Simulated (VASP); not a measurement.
# InBSe2 (P4/mmm) in VASP: a series of runs

Runs on InBSe2. Level: PBE. Tasks: single point, relaxation of cell and atoms.

Everything below comes from runs of VASP 6.6.1. Logs are shortened: lines on timing, memory, paths and dates and some standing lists are left out, and cuts for length are marked.

### 1 The cell of the first run

The structure is tetragonal, space group P4/mmm (No. 123). Conventional cell: a = 3.907 Å, b = 3.907 Å, c = 5.368 Å, α = 90.00°, β = 90.00°, γ = 90.00°. In (site symmetry 4/mmm) has 6 Se at 2.68 to 2.76 Å within 3.5 Å. B (site symmetry 4/mmm) has 6 Se at 2.68 to 2.76 Å within 3.5 Å. Se (site symmetry 4/mmm) has 2 In at 2.68 Å and 4 B at 2.76 Å within 3.5 Å. Se (site symmetry 4/mmm) has 2 B at 2.68 Å and 4 In at 2.76 Å within 3.5 Å.

### 2 Single point, PBE

The input, INCAR:

```
SYSTEM = InBSe2
PREC = Accurate
ENCUT = 520
EDIFF = 1E-7
ISMEAR = 0
SIGMA = 0.1
LREAL = .False.
LASPH = .True.
NELM = 100
ALGO = Normal
ISIF = 2
LWAVE = .False.
LCHARG = .False.
GGA = PE
NBANDS = 22
```

The input, KPOINTS:

```
regular mesh
0
Gamma
  12 12 8
  0 0 0
```

The input, POSCAR:

```
InBSe2
1.0
    3.9066944085      0.0000000000      0.0000000000
    0.0000000000      3.9066944085      0.0000000000
    0.0000000000      0.0000000000      5.3680847739
In B Se
1 1 2
Direct
    0.0000000000      0.0000000000      0.0000000000
    0.5000000000      0.5000000000      0.5000000000
    0.0000000000      0.0000000000      0.5000000000
    0.5000000000      0.5000000000      0.0000000000
```

Potentials or basis: VASP PAW PBE potentials, release 64 (In_d, B, Se).

Command:

```
cat potpaw_PBE.64/In_d/POTCAR potpaw_PBE.64/B/POTCAR potpaw_PBE.64/Se/POTCAR > POTCAR
mpirun -np 1 vasp_std > vasp.out
```

OUTCAR:

```text
SYSTEM = InBSe2
   PREC = Accurate
   ENCUT = 520
   EDIFF = 1E-7
   ISMEAR = 0
   LREAL = .False.
   LASPH = .True.
   NELM = 100
   ISIF = 2
   GGA = PE

 ion  position               nearest neighbor table
   1  0.000  0.000  0.000-   3 2.68   3 2.68   4 2.76   4 2.76   4 2.76   4 2.76
   2  0.500  0.500  0.500-
   3  0.000  0.000  0.500-   1 2.68   1 2.68
   4  0.500  0.500  0.000-   1 2.76   1 2.76   1 2.76   1 2.76

  LATTYP: Found a simple tetragonal cell.
 ALAT       =     3.9066944085
 C/A-ratio  =     1.3740733757

  Lattice vectors:

 A1 = (   3.9066944085,   0.0000000000,   0.0000000000)
 A2 = (   0.0000000000,   3.9066944085,   0.0000000000)
 A3 = (   0.0000000000,   0.0000000000,   5.3680847739)

Analysis of symmetry for initial positions (statically):
=====================================================================
 Subroutine PRICEL returns:
 Original cell was already a primitive cell.

 Routine SETGRP: Setting up the symmetry group for a
 simple tetragonal supercell.

 Subroutine GETGRP returns: Found 16 space group operations
 (whereof 16 operations were pure point group operations)
 out of a pool of 16 trial point group operations.

The static configuration has the point symmetry D_4h.

Analysis of symmetry for dynamics (positions and initial velocities):
=====================================================================
 Subroutine PRICEL returns:
 Original cell was already a primitive cell.

 Routine SETGRP: Setting up the symmetry group for a
 simple tetragonal supercell.

 Subroutine GETGRP returns: Found 16 space group operations
 (whereof 16 operations were pure point group operations)
 out of a pool of 16 trial point group operations.

The dynamic configuration has the point symmetry D_4h.

 Subroutine INISYM returns: Found 16 space group operations
 (whereof 16 operations are pure point group operations),
 and found     1 'primitive' translations

----------------------------------------------------------------------------------------

                                     Primitive cell

  volume of cell :      81.9291

  direct lattice vectors                    reciprocal lattice vectors
     3.906694408  0.000000000  0.000000000     0.255970879  0.000000000  0.000000000
     0.000000000  3.906694408  0.000000000     0.000000000  0.255970879  0.000000000
     0.000000000  0.000000000  5.368084774     0.000000000  0.000000000  0.186286179
[... 87 lines left out ...]
   NELM   =    100;   NELMIN=  2; NELMDL= -5     # of ELM steps
   EDIFF  = 0.1E-06   stopping-criterion for ELM
   LREAL  =      F    real-space projection
   EDIFFG = 0.1E-05   stopping-criterion for IOM
   NSW    =      0    number of steps for IOM
   IBRION =     -1    ionic relax: 0-MD 1-quasi-New 2-CG
   NFREE  =      0    steps in history (QN), initial steepest desc. (CG)
   ISIF   =      2    stress and relaxation
   ISYM   =      2    0-nonsym 1-usesym 2-fastsym
   POTIM  = 0.5000    time-step for ionic-motion
   TEBEG  =    0.0;   TEEND  =   0.0 temperature during run
   PSTRESS=    0.0 pullay stress
   NELECT =      28.0000    total number of electrons
   NUPDOWN=      -1.0000    fix difference up-down
   EMIN   =  10.00;   EMAX   =-10.00  energy-range for DOS
   EFERMI =   0.00;   METHOD = LEGACY
   ISMEAR =     0;   SIGMA  =   0.10  broadening in eV -4-tet -1-fermi 0-gaus
   EFERMI_NEDOS =   21; number of points for ismear=-14 and -15
   IALGO  =     38    algorithm
   IMIX   =      4    mixing-type and parameters
     AMIX     =   0.40;   BMIX     =  1.00
     AMIX_MAG =   1.60;   BMIX_MAG =  1.00
  volume/ion in A,a.u.               =      20.48       138.22
  Fermi-wavevector in a.u.,A,eV,Ry     =   1.144585  2.162952 17.824654  1.310075
  Thomas-Fermi vector in A             =   2.281277
   LORBIT       =      0    0 simple, 1 ext, 2 COOP (PROOUT), +10 PAW based schemes
   GGA     = PE    functional components
   LHFCALC =     F    Hartree Fock is set to
   AEXX    =    0.0000 exact exchange contribution
   IVDW    =     0    specifies the selected vdW correction
   LEPSILON=     F    determine dielectric tensor
   LRPA    =     F    only Hartree local field effects (RPA)
 non-spin polarized calculation
 Gauss-broadening in eV      SIGMA  =   0.10
  energy-cutoff  :      520.00
  volume of cell :       81.93
 maximum number of plane-waves:      2228
 NGX is ok and might be reduce to    30
   NGX = 15   NGY = 15   NGZ = 19

 number of electron      28.0000002 magnetization

 Free energy of the ion-electron system (eV)
  ---------------------------------------------------
  ext. energy  EPLUGINS =         0.00000000
  ---------------------------------------------------
  free energy    TOTEN  =       -13.98077698 eV

  energy without entropy =      -13.97357304  energy(sigma->0) =      -13.97717501

 E-fermi :   5.3867     XC(G=0): -10.0593

 val. band max:        5.3807654603   @ k =   0.3333   0.3333   0.5000
 cond. band min:       5.3870124184   @ k =   0.1667   0.0000   0.0000
 fundamental gap:      0.0062469581
 Fermi energy:         5.3867279730

 k-point     1 :       0.0000    0.0000    0.0000
  band No.  band energies     occupation
      1      -9.9973      2.00000
      2      -9.5601      2.00000
      3      -9.5297      2.00000
      4      -9.4494      2.00000
      5      -9.4494      2.00000
      6      -9.2415      2.00000
[... 589 lines left out ...]
     21      12.5037      0.00000
     22      13.6743      0.00000

 [... further k-points ...]

------------------------ aborting loop because EDIFF is reached ----------------------------------------

  FORCE on cell =-STRESS in cart. coord.  units (eV):
  Direction    XX          YY          ZZ          XY          YZ          ZX
  --------------------------------------------------------------------------------------
  -------------------------------------------------------------------------------------
  Total        0.0379906      0.0379906      0.0041725      0.0000000      0.0000000     -0.0000000
  in kB        0.7429319      0.7429319      0.0815969      0.0000000      0.0000000     -0.0000000
  external PRESSURE =       0.5224869 kB  Pullay stress =       0.0000000 kB

 VOLUME and BASIS-vectors are now :
 -----------------------------------------------------------------------------
  energy-cutoff  :      520.00
  volume of cell :       81.93
      direct lattice vectors                 reciprocal lattice vectors
     3.906694408  0.000000000  0.000000000     0.255970879  0.000000000  0.000000000
     0.000000000  3.906694408  0.000000000     0.000000000  0.255970879  0.000000000
     0.000000000  0.000000000  5.368084774     0.000000000  0.000000000  0.186286179

 POSITION                                       TOTAL-FORCE (eV/Angst)
 -----------------------------------------------------------------------------------
      0.00000      0.00000      0.00000         0.000000      0.000000      0.000000
      1.95335      1.95335      2.68404         0.000000      0.000000      0.000000
      0.00000      0.00000      2.68404         0.000000      0.000000      0.000000
      1.95335      1.95335      0.00000         0.000000      0.000000      0.000000
 -----------------------------------------------------------------------------------
    total drift:                                0.000000      0.000000      0.000000

  FREE ENERGIE OF THE ION-ELECTRON SYSTEM (eV)
  ---------------------------------------------------
  free  energy   TOTEN  =       -13.9807769848 eV

  energy  without entropy=      -13.9735730357  energy(sigma->0) =      -13.97717501
```

OSZICAR:

```text
N       E                     dE             d eps       ncg     rms          rms(c)
DAV:   1     0.207594870974E+03    0.20759E+03   -0.12257E+04  6174   0.132E+03
DAV:   2     0.740392386433E+01   -0.20019E+03   -0.18959E+03  6518   0.334E+02
DAV:   3    -0.134046073287E+02   -0.20809E+02   -0.20102E+02  7916   0.101E+02
DAV:   4    -0.141740689398E+02   -0.76946E+00   -0.76648E+00  7064   0.192E+01
DAV:   5    -0.141998130808E+02   -0.25744E-01   -0.25740E-01  9228   0.370E+00    0.552E+00
DAV:   6    -0.139877247875E+02    0.21209E+00   -0.42427E-01  8456   0.138E+01    0.344E+00
DAV:   7    -0.139800337472E+02    0.76910E-02   -0.13246E-01  8900   0.383E+00    0.933E-01
DAV:   8    -0.139802872837E+02   -0.25354E-03   -0.17393E-02  8468   0.177E+00    0.246E-01
DAV:   9    -0.139807012268E+02   -0.41394E-03   -0.15101E-03  7850   0.366E-01    0.105E-01
DAV:  10    -0.139807417323E+02   -0.40505E-04   -0.10906E-04  9062   0.796E-02    0.483E-02
DAV:  11    -0.139807748021E+02   -0.33070E-04   -0.31831E-05  6718   0.420E-02    0.846E-03
DAV:  12    -0.139807771644E+02   -0.23623E-05   -0.29439E-06  7890   0.196E-02    0.632E-03
DAV:  13    -0.139807770440E+02    0.12036E-06   -0.77925E-07  6770   0.698E-03    0.289E-03
DAV:  14    -0.139807769848E+02    0.59240E-07   -0.51873E-08  4936   0.285E-03
   1 F= -.13980777E+02 E0= -.13977175E+02  d E =-.720395E-02
```

Run time: 1.8 min. Hardware: 1 thread of Intel Xeon Platinum 8559C (Emerald Rapids), shared host; peak memory 0.36 GiB.

Results:

* Free energy: -13.9808 eV
* Pressure: 0.1 GPa
* Band gap on the k mesh: zero (bands 14 and 15 overlap by 4.10 eV)

Caveat: spin-orbit coupling is left out, which moves the levels of the heavy elements.

### 3 Single point, PBE

The input, INCAR:

```
SYSTEM = InBSe2
ALGO = Normal ; EDIFF = 1E-7
ENCUT = 520 ; GGA = PE
ISIF = 2 ; ISMEAR = 0
LASPH = .TRUE. ; LCHARG = .FALSE.
LREAL = .FALSE. ; LWAVE = .FALSE.
NBANDS = 22 ; NELM = 80
PREC = Accurate ; SIGMA = 0.1
```

The input, KPOINTS:

```
k-points
0
G
  12 12 10
  0 0 0
```

The input, POSCAR:

```
InBSe2
1.0
    3.8955310519      0.0000000000      0.0000000000
    0.0000000000      3.8955310519      0.0000000000
    0.0000000000      0.0000000000      5.3979217667
In B Se
1 1 2
Direct
    0.0000000000      0.0000000000      0.0000000000
    0.5000000000      0.5000000000      0.5000000000
    0.0000000000      0.0000000000      0.5000000000
    0.5000000000      0.5000000000      0.0000000000
```

Potentials or basis: VASP PAW PBE potentials, release 64 (In_d, B, Se).

Command:

```
cat potpaw_PBE.64/In_d/POTCAR potpaw_PBE.64/B/POTCAR potpaw_PBE.64/Se/POTCAR > POTCAR
mpirun -np 1 vasp_std > vasp.out
```

It took 2.1 min on 1 thread of Intel Xeon Platinum 8559C (Emerald Rapids), shared host; peak memory 0.41 GiB.

Results (log left out):

* Free energy: -13.9746 eV
* Pressure: 0.0 GPa
* Band gap on the k mesh: zero (bands 14 and 15 overlap by 4.18 eV)

Levels at points of the mesh, in eV from the Fermi level:
| k point | band 10 | band 11 | band 12 | band 13 | band 14 | band 15 | band 16 | band 17 | band 18 | band 19 |
| --- | --- | --- | --- | --- | --- | --- | --- | --- | --- | --- |
| (0.00, 0.00, 0.00) | -3.66 | -3.66 | -2.06 | -1.85 | -1.59 | -1.59 | 3.87 | 4.15 | 4.15 | 4.64 |
| (0.50, 0.00, 0.00) | -4.19 | -3.92 | -1.84 | -1.37 | 0.08 | 0.79 | 1.60 | 3.15 | 3.23 | 3.98 |
| (0.50, 0.50, 0.00) | -4.56 | -3.72 | -3.58 | -3.32 | -3.32 | -3.32 | 4.03 | 4.03 | 5.12 | 5.30 |
| (0.00, 0.00, 0.50) | -3.11 | -3.11 | -2.36 | -2.36 | -0.92 | 0.01 | 3.11 | 4.20 | 4.20 | 4.67 |
| (0.50, 0.00, 0.50) | -1.67 | -1.38 | -1.25 | -1.11 | 0.86 | 0.92 | 1.09 | 1.32 | 1.92 | 2.95 |
| (0.50, 0.50, 0.50) | -5.37 | -5.37 | -4.35 | -4.35 | 0.08 | 1.48 | 1.59 | 4.22 | 5.37 | 5.37 |

Caveat: spin-orbit coupling is left out, which moves the levels of the heavy elements.

### 4 Relaxation of cell and atoms, PBE

The input, INCAR:

```
SYSTEM = InBSe2
ALGO     = Normal         ! electronic algorithm
EDIFF    = 1E-6           ! SCF threshold, eV
EDIFFG   = -0.01          ! ionic threshold
ENCUT    = 600            ! plane-wave cutoff, eV
GGA      = PE             ! functional
IBRION   = 2              ! ionic algorithm
ISIF     = 3              ! what is computed and relaxed
ISMEAR   = 0              ! smearing method
LASPH    = .TRUE.         ! aspherical terms in the spheres
LCHARG   = .FALSE.        ! write CHGCAR
LREAL    = .FALSE.        ! projectors in reciprocal space
LWAVE    = .FALSE.        ! write WAVECAR
NELM     = 100            ! most SCF steps
NSW      = 100            ! ionic steps
PREC     = Accurate       ! precision mode
SIGMA    = 0.1            ! smearing width, eV
```

The input, KPOINTS:

```
k-points
0
G
  12 12 8
  0 0 0
```

The input, POSCAR:

```
InBSe2
1.0
    3.8784240315      0.0000000000      0.0000000000
    0.0000000000      3.8784240315      0.0000000000
    0.0000000000      0.0000000000      5.4388728066
In B Se
1 1 2
Direct
    0.0000000000      0.0000000000      0.0000000000
    0.5000000000      0.5000000000      0.5000000000
    0.0000000000      0.0000000000      0.5000000000
    0.5000000000      0.5000000000      0.0000000000
```

Command:

```
cat potpaw_PBE.64/In_d/POTCAR potpaw_PBE.64/B/POTCAR potpaw_PBE.64/Se/POTCAR > POTCAR
mpirun -np 1 vasp_std > vasp.out
```

It took 6.7 min on 1 thread of Intel Xeon Platinum 8559C (Emerald Rapids), shared host; peak memory 0.46 GiB.

Results (log left out):

```yaml
Free_energy: -13.9809 eV
Relaxed_volume: 20.50 Å³/atom
Relaxed_cell: a = 3.909 Å, b = 3.909 Å, c = 5.367 Å, α = 90.00°, β = 90.00°, γ = 90.00°
Space_group_after_relaxing_to_0.1_Å: P4/mmm (No. 123)
Energy_gained_by_relaxing: 0.6 meV/atom
Ionic_steps: 7
Pressure_after_relaxing: 0.0 GPa
Band_gap_on_the_k_mesh: zero (bands 14 and 15 overlap by 4.09 eV)
```

Step by step:
| step | energy change (eV) | largest force (eV/Å) | pressure (GPa) | volume (Å³) |
| --- | --- | --- | --- | --- |
| 1 | 0.0000 | 0.0000 | 0.11 | 81.81 |
| 2 | -0.0007 | 0.0000 | -0.01 | 81.97 |
| 3 | -0.0016 | 0.0000 | -0.31 | 82.37 |
| 4 | -0.0021 | 0.0000 | -0.19 | 82.24 |
| 5 | -0.0024 | 0.0000 | -0.06 | 82.09 |
| 6 | -0.0021 | 0.0000 | 0.23 | 81.78 |
| 7 | -0.0025 | 0.0000 | 0.00 | 82.02 |

Final structure:
```
In B Se
1.0
     3.90915    0.00000    0.00000
     0.00000    3.90915    0.00000
     0.00000    0.00000    5.36725
In B Se
1 1 2
Direct
  0.00000 0.00000 0.00000
  0.50000 0.50000 0.50000
  0.00000 0.00000 0.50000
  0.50000 0.50000 0.00000
```

Levels at points of the mesh, in eV from the Fermi level:
| k point | band 11 | band 12 | band 13 | band 14 | band 15 | band 16 | band 17 | band 18 |
| --- | --- | --- | --- | --- | --- | --- | --- | --- |
| (0.00, 0.00, 0.00) | -3.69 | -2.08 | -1.93 | -1.57 | -1.57 | 3.83 | 4.08 | 4.08 |
| (0.50, 0.00, 0.00) | -3.97 | -1.89 | -1.41 | 0.00 | 0.73 | 1.60 | 3.14 | 3.18 |
| (0.50, 0.50, 0.00) | -3.77 | -3.64 | -3.30 | -3.27 | -3.27 | 4.03 | 4.03 | 5.21 |
| (0.00, 0.00, 0.50) | -3.12 | -2.37 | -2.37 | -0.84 | 0.06 | 3.12 | 4.13 | 4.13 |
| (0.50, 0.00, 0.50) | -1.38 | -1.25 | -1.13 | 0.82 | 0.94 | 1.07 | 1.31 | 1.87 |
| (0.50, 0.50, 0.50) | -5.34 | -4.33 | -4.33 | 0.13 | 1.48 | 1.67 | 4.27 | 5.27 |

Caveat: spin-orbit coupling is left out, which moves the levels of the heavy elements.

### 5 Summary

| task | cell | k mesh | cutoff (eV) | gap on the mesh (eV) | pressure (GPa) |
| --- | --- | --- | --- | --- | --- |
| single point | a = 3.907, b = 3.907, c = 5.368 Å, 4 atoms | 12 × 12 × 8 | 520 | none | 0.1 |
| single point | a = 3.896, b = 3.896, c = 5.398 Å, 4 atoms | 12 × 12 × 10 | 520 | none | 0.0 |
| relaxation of cell and atoms | relaxed from a = 3.878, b = 3.878, c = 5.439 Å, 4 atoms | 12 × 12 × 8 | 600 | none | 0.0 |

Alike in all rows: level PBE; potentials or basis VASP PAW PBE potentials, release 64 (In_d, B, Se); no spin polarisation; smearing gaussian 0.1 eV.

Caveats: spin-orbit coupling is left out, which moves the levels of the heavy elements.

Total energies depend on the potentials used, so only differences within one code and one set of settings carry meaning.
